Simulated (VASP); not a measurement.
# F (C2/m) in VASP: further runs, part 2 of 2

VASP 6.6.1.

**3. Single point, PBEsol**

This run uses another cell than the first one, of the same volume but with other edges.

INCAR reads:

```
PREC     = Accurate       # precision mode
ENCUT    = 520            # plane-wave cutoff, eV
EDIFF    = 1E-7           # SCF threshold, eV
ISMEAR   = 0              # smearing method
SIGMA    = 0.05           # smearing width, eV
LREAL    = False          # projectors in reciprocal space
LASPH    = True           # aspherical terms in the spheres
NELM     = 100            # most SCF steps
ALGO     = Normal         # electronic algorithm
ISIF     = 2              # what is computed and relaxed
LWAVE    = False          # write WAVECAR
LCHARG   = False          # write CHGCAR
GGA      = PS             # functional
NBANDS   = 22             # bands
```

KPOINTS reads:

```
regular mesh
0
Gamma
  4 4 2
```

POSCAR reads:

```
F
1.0
    3.2311320829     -1.8274378544     -0.2492127807
    3.2311320829      1.8274378544     -0.2492127807
   -2.4384255858      0.0000000000      7.3220587940
F
4
Direct
    0.0848459664      0.0848459664      0.0940038325
    0.9151540336      0.9151540336      0.9059961675
    0.5015719855      0.5015719855      0.5937195244
    0.4984280145      0.4984280145      0.4062804756
```

Potentials or basis: VASP PAW PBE potentials, release 64 (F).

Run with:

```
$ cat potpaw_PBE.64/F/POTCAR > POTCAR
$ mpirun -np 1 vasp_std > vasp.out
```

OUTCAR:

```text
PREC = Accurate
   ENCUT = 520
   EDIFF = 1E-7
   ISMEAR = 0
   LREAL = False
   LASPH = True
   NELM = 100
   ISIF = 2
   GGA = PS

 ion  position               nearest neighbor table
   1  0.085  0.085  0.094-   2 1.44
   2  0.915  0.915  0.906-   1 1.44
   3  0.502  0.502  0.594-   4 1.44
   4  0.498  0.498  0.406-   3 1.44

  LATTYP: Found a base centered monoclinic cell.
 ALAT       =     6.4814571038
 B/A-ratio  =     0.5638972302
 C/A-ratio  =     1.1906910646
 COS(beta)  =    -0.3879892014

  Lattice vectors:

 A1 = (   3.2311320829,  -1.8274378544,  -0.2492127807)
 A2 = (   3.2311320829,   1.8274378544,  -0.2492127807)
 A3 = (  -2.4384255858,   0.0000000000,   7.3220587940)

Analysis of symmetry for initial positions (statically):
=====================================================================
 Subroutine PRICEL returns:
 Original cell was already a primitive cell.

 Routine SETGRP: Setting up the symmetry group for a
 base centered monoclinic supercell.

 Subroutine GETGRP returns: Found  4 space group operations
 (whereof  4 operations were pure point group operations)
 out of a pool of  4 trial point group operations.

The static configuration has the point symmetry C_2h.

Analysis of symmetry for dynamics (positions and initial velocities):
=====================================================================
 Subroutine PRICEL returns:
 Original cell was already a primitive cell.

 Routine SETGRP: Setting up the symmetry group for a
 base centered monoclinic supercell.

 Subroutine GETGRP returns: Found  4 space group operations
 (whereof  4 operations were pure point group operations)
 out of a pool of  4 trial point group operations.

The dynamic configuration has the point symmetry C_2h.

 Subroutine INISYM returns: Found  4 space group operations
 (whereof  4 operations are pure point group operations),
 and found     1 'primitive' translations

----------------------------------------------------------------------------------------

                                     Primitive cell

  volume of cell :      84.2480

  direct lattice vectors                    reciprocal lattice vectors
     3.231132083 -1.827437854 -0.249212781     0.158824036 -0.273607115  0.052892309
     3.231132083  1.827437854 -0.249212781     0.158824036  0.273607115  0.052892309
    -2.438425586  0.000000000  7.322058794     0.010811435  0.000000000  0.140174083

  length of vectors
     3.720463769  3.720463769  7.717413059     0.320754617  0.320754617  0.140590401

  position of ions in fractional coordinates (direct lattice)
     0.084845966  0.084845966  0.094003833
     0.915154034  0.915154034  0.905996167
     0.501571985  0.501571985  0.593719524
     0.498428014  0.498428014  0.406280476

  ion indices of the primitive-cell ions
   primitive index   ion index
                 1           1
                 2           2
                 3           3
                 4           4

[... 21 lines left out ...]
 Subroutine IBZKPT returns following result:
 ===========================================

 Found     14 irreducible k-points:

 Following reciprocal coordinates:
            Coordinates               Weight
  0.000000  0.000000  0.000000      1.000000
  0.250000  0.000000 -0.000000      4.000000
  0.500000  0.000000 -0.000000      2.000000
  0.250000  0.250000 -0.000000      2.000000
  0.500000  0.250000 -0.000000      4.000000
 -0.250000  0.250000  0.000000      2.000000
  0.500000  0.500000 -0.000000      1.000000
  0.000000  0.000000  0.500000      1.000000
  0.250000  0.000000  0.500000      4.000000
  0.500000 -0.000000  0.500000      2.000000
  0.250000  0.250000  0.500000      2.000000
  0.500000  0.250000  0.500000      4.000000
 -0.250000  0.250000  0.500000      2.000000
  0.500000  0.500000  0.500000      1.000000
   k-points           NKPTS =     14   k-points in BZ     NKDIM =     14   number of bands    NBANDS=     22
   number of dos      NEDOS =    301   number of ions     NIONS =      4
   total plane-waves  NPLWV =  47040
   dimension x,y,z NGX =    28 NGY =   28 NGZ =   60
   dimension x,y,z NGXF=    56 NGYF=   56 NGZF=  120
   ions per type =               4
   NGX,Y,Z   is equivalent  to a cutoff of  12.51, 12.51, 12.92 a.u.
   NGXF,Y,Z  is equivalent  to a cutoff of  25.02, 25.02, 25.85 a.u.
 SYSTEM =  unknown system
   PREC   = accura    normal or accurate (medium, high low for compatibility)
   ISTART =      0    job   : 0-new  1-cont  2-samecut
   ICHARG =      2    charge: 1-file 2-atom 10-const
   ISPIN  =      1    spin polarized calculation?
   LNONCOLLINEAR =      F non collinear calculations
   LSORBIT =      F    spin-orbit coupling
   LASPH  =      T    aspherical Exc in radial PAW
   ENCUT  =  520.0 eV  38.22 Ry    6.18 a.u.   6.92  6.92 14.35*2*pi/ulx,y,z
   NELM   =    100;   NELMIN=  2; NELMDL= -5     # of ELM steps
   EDIFF  = 0.1E-06   stopping-criterion for ELM
   LREAL  =      F    real-space projection
   EDIFFG = 0.1E-05   stopping-criterion for IOM
   NSW    =      0    number of steps for IOM
   IBRION =     -1    ionic relax: 0-MD 1-quasi-New 2-CG
   NFREE  =      0    steps in history (QN), initial steepest desc. (CG)
   ISIF   =      2    stress and relaxation
   ISYM   =      2    0-nonsym 1-usesym 2-fastsym
   POTIM  = 0.5000    time-step for ionic-motion
   TEBEG  =    0.0;   TEEND  =   0.0 temperature during run
   PSTRESS=    0.0 pullay stress
   NELECT =      28.0000    total number of electrons
   NUPDOWN=      -1.0000    fix difference up-down
   EMIN   =  10.00;   EMAX   =-10.00  energy-range for DOS
   EFERMI =   0.00;   METHOD = LEGACY
   ISMEAR =     0;   SIGMA  =   0.05  broadening in eV -4-tet -1-fermi 0-gaus
   EFERMI_NEDOS =   21; number of points for ismear=-14 and -15
   IALGO  =     38    algorithm
   IMIX   =      4    mixing-type and parameters
     AMIX     =   0.40;   BMIX     =  1.00
     AMIX_MAG =   1.60;   BMIX_MAG =  1.00
  volume/ion in A,a.u.               =      21.06       142.13
  Fermi-wavevector in a.u.,A,eV,Ry     =   1.133986  2.142923 17.496057  1.285924
  Thomas-Fermi vector in A             =   2.270689
   LORBIT       =      0    0 simple, 1 ext, 2 COOP (PROOUT), +10 PAW based schemes
   GGA     = PS    functional components
   LHFCALC =     F    Hartree Fock is set to
   AEXX    =    0.0000 exact exchange contribution
   IVDW    =     0    specifies the selected vdW correction
   LEPSILON=     F    determine dielectric tensor
   LRPA    =     F    only Hartree local field effects (RPA)
 non-spin polarized calculation
 Gauss-broadening in eV      SIGMA  =   0.05
  energy-cutoff  :      520.00
  volume of cell :       84.25
 maximum number of plane-waves:      2292
   NGX = 13   NGY = 13   NGZ = 29

 number of electron      27.9999996 magnetization

 Free energy of the ion-electron system (eV)
  ---------------------------------------------------
  ext. energy  EPLUGINS =         0.00000000
  ---------------------------------------------------
  free energy    TOTEN  =        -7.76931174 eV

  energy without entropy =       -7.76931174  energy(sigma->0) =       -7.76931174

 E-fermi :  -6.0095     XC(G=0):  -6.4024

 val. band max:       -6.2677544359   @ k =   0.5000   0.5000  -0.0000
 cond. band min:      -3.6284534745   @ k =   0.0000   0.0000   0.0000
 fundamental gap:      2.6393009614
 Fermi energy:        -6.0095246591

 k-point     1 :       0.0000    0.0000    0.0000
  band No.  band energies     occupation
      1     -30.6784      2.00000
      2     -30.5332      2.00000
      3     -24.7898      2.00000
      4     -24.5903      2.00000
      5     -12.5375      2.00000
      6     -12.0720      2.00000
[... 339 lines left out ...]
     21       8.3547      0.00000
     22       8.4407      0.00000

------------------------ aborting loop because EDIFF is reached ----------------------------------------

  FORCE on cell =-STRESS in cart. coord.  units (eV):
  Direction    XX          YY          ZZ          XY          YZ          ZX
  --------------------------------------------------------------------------------------
  -------------------------------------------------------------------------------------
  Total       -0.6901503     -0.2787448     -2.6287138      0.0000000      0.0000000     -0.1707994
  in kB      -13.1248593     -5.3010001    -49.9912836      0.0000000      0.0000000     -3.2481592
  external PRESSURE =     -22.8057143 kB  Pullay stress =       0.0000000 kB

 VOLUME and BASIS-vectors are now :
 -----------------------------------------------------------------------------
  energy-cutoff  :      520.00
  volume of cell :       84.25
      direct lattice vectors                 reciprocal lattice vectors
     3.231132083 -1.827437854 -0.249212781     0.158824036 -0.273607115  0.052892309
     3.231132083  1.827437854 -0.249212781     0.158824036  0.273607115  0.052892309
    -2.438425586  0.000000000  7.322058794     0.010811435  0.000000000  0.140174083

 POSITION                                       TOTAL-FORCE (eV/Angst)
 -----------------------------------------------------------------------------------
      0.31908      0.00000      0.64601        -0.412454      0.000000     -0.831029
      3.70476      0.00000      6.17762         0.412454      0.000000      0.831029
      1.79355      0.00000      4.09725         0.292913      0.000000     -0.891425
      2.23029      0.00000      2.72638        -0.292913      0.000000      0.891425
 -----------------------------------------------------------------------------------
    total drift:                                0.000000      0.000000     -0.000000

  FREE ENERGIE OF THE ION-ELECTRON SYSTEM (eV)
  ---------------------------------------------------
  free  energy   TOTEN  =        -7.7693117395 eV

  energy  without entropy=       -7.7693117395  energy(sigma->0) =       -7.76931174
```

Wall time 45 s (1 thread of Intel Xeon 6975P-C, shared host); peak memory 0.19 GiB.

What came out:

| Property | Result |
| --- | --- |
| Free energy | -7.7693 eV |
| Pressure | -2.3 GPa |
| Largest force | 0.938 eV/Å |
| Band gap on the k mesh | 2.64 eV, indirect (least direct gap 2.71 eV) |

Forces on the atoms (eV/Å):
```
F   -0.412  0.000 -0.831
F    0.412  0.000  0.831
F    0.293  0.000 -0.891
F   -0.293  0.000  0.891
```

Levels at points of the mesh, in eV from the valence-band top:
```csv
k point,band 10,band 11,band 12,band 13,band 14,band 15,band 16,band 17,band 18,band 19
"(0.00, 0.00, 0.00)",-3.14,-0.29,-0.15,-0.10,-0.07,2.64,3.27,8.62,11.08,11.82
"(0.50, 0.00, 0.00)",-3.23,-0.31,-0.25,-0.23,-0.14,2.97,3.05,12.34,12.47,13.92
"(0.50, 0.50, 0.00)",-3.19,-0.28,-0.23,-0.15,0.00,2.93,3.05,12.67,12.72,12.94
"(0.00, 0.00, 0.50)",-3.14,-0.26,-0.15,-0.15,-0.07,2.90,2.98,9.42,9.44,14.49
"(0.50, 0.00, 0.50)",-3.20,-0.40,-0.28,-0.17,-0.05,2.84,3.17,12.25,13.02,13.31
"(0.50, 0.50, 0.50)",-3.23,-0.31,-0.20,-0.15,-0.07,2.96,3.05,12.21,12.30,14.29
```

Caveat: the k points lie up to 0.50 Å⁻¹ apart; the PAW data sets were made with another functional, which shifts forces and pressure a little.
